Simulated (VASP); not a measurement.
The system is Ge.

```
Ge
1.0
     0.00000    2.77128    2.77128
     2.77128    0.00000    2.77128
     2.77128    2.77128    0.00000
Ge
2
Cartesian
  0.0000 0.0000 0.0000
  1.3856 1.3856 1.3856
```

```yaml
Program: VASP 6.6.1
Task: relaxation of cell and atoms
Functional: PBE
Potentials_or_basis: VASP PAW PBE potentials, release 64 (Ge_d)
Cutoff: 600 eV
k_mesh: 8 × 8 × 8
Occupations: fermi-dirac, width 0.02 eV
Spin: no spin polarisation
```

At the start: pressure 8.9 GPa; volume 21.28 Å³/atom.

Problem. How do energy, volume and symmetry change on relaxing?

Solution. Over 6 steps the energy falls by 65.2 meV/atom and the volume is 23.90 Å³/atom (+12.3 %); space group Fd-3m (No. 227, to 0.05 Å).

The path:
```tsv
step	energy change (eV)	largest force (eV/Å)	pressure (GPa)	volume (Å³)
1	0.0000	0.0000	8.93	42.57
2	-0.1087	0.0000	-2.71	50.30
3	-0.1303	0.0000	0.07	47.77
4	-0.1303	0.0000	-0.25	47.88
5	-0.1302	0.0000	0.20	47.64
6	-0.1303	0.0000	0.00	47.80
```

Final structure:
```
CELL_PARAMETERS angstrom
0.00000 2.88047 2.88047
2.88047 0.00000 2.88047
2.88047 2.88047 0.00000
ATOMIC_POSITIONS crystal
Ge 0.00000 0.00000 0.00000
Ge 0.25000 0.25000 0.25000
```
